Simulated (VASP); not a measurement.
A run of VASP 6.6.1 is set up as follows.

The input INCAR:

```
PREC     = Accurate       # precision mode
ENCUT    = 600            # plane-wave cutoff, eV
EDIFF    = 1E-6           # SCF threshold, eV
ISMEAR   = -1             # smearing method
SIGMA    = 0.1            # smearing width, eV
LREAL    = False          # projectors in reciprocal space
LASPH    = True           # aspherical terms in the spheres
NELM     = 60             # most SCF steps
ALGO     = Normal         # electronic algorithm
ISIF     = 3              # what is computed and relaxed
LWAVE    = False          # write WAVECAR
LCHARG   = False          # write CHGCAR
GGA      = B5             # functional
ALDAX    = 1.0          
AGGAX    = 1.0          
AGGAC    = 1.0          
ALDAC    = 0.0          
IBRION   = 2              # ionic algorithm
NSW      = 80             # ionic steps
EDIFFG   = -0.01          # ionic threshold
```

KPOINTS

```
Automatic mesh
0
Gamma
  12 12 12
```

Contents of POSCAR:

```
Hf
1.0
   -1.7752869173      1.7752869173      1.7752869173
    1.7752869173     -1.7752869173      1.7752869173
    1.7752869173      1.7752869173     -1.7752869173
Hf
1
Direct
    0.0000000000      0.0000000000      0.0000000000
```

Potentials or basis: VASP PAW PBE potentials, release 64 (Hf_pv).

Command:

```console
$ cat potpaw_PBE.64/Hf_pv/POTCAR > POTCAR
$ mpirun -np 1 vasp_std > vasp.out
```

Q: Predict the relaxed volume.

A: 22.91 Å³/atom.

Q: Predict the relaxed cell.

A: a = 3.099 Å, b = 3.099 Å, c = 3.099 Å, α = 109.47°, β = 109.47°, γ = 109.47°.

Q: Estimate the band gap on the k mesh.

A: Zero (band 5 reaches 6.33 eV, above the bottom of band 6 at 4.33 eV).

Q: What does it give for the space group after relaxing (to 0.05 Å)?

A: Im-3m (No. 229).

Final structure:
```cif
data_structure
_symmetry_space_group_name_H-M 'P 1'
_symmetry_Int_Tables_number 1
_cell_length_a 3.0991
_cell_length_b 3.0991
_cell_length_c 3.0991
_cell_angle_alpha 109.471
_cell_angle_beta 109.471
_cell_angle_gamma 109.471
_cell_volume 22.91
loop_
_atom_site_label
_atom_site_type_symbol
_atom_site_fract_x
_atom_site_fract_y
_atom_site_fract_z
_atom_site_occupancy
Hf1 Hf 0.00000 0.00000 0.00000 1
```

Caveat: the PAW data sets were made with another functional, which shifts forces and pressure a little; spin-orbit coupling is left out, which moves the levels of the heavy elements.
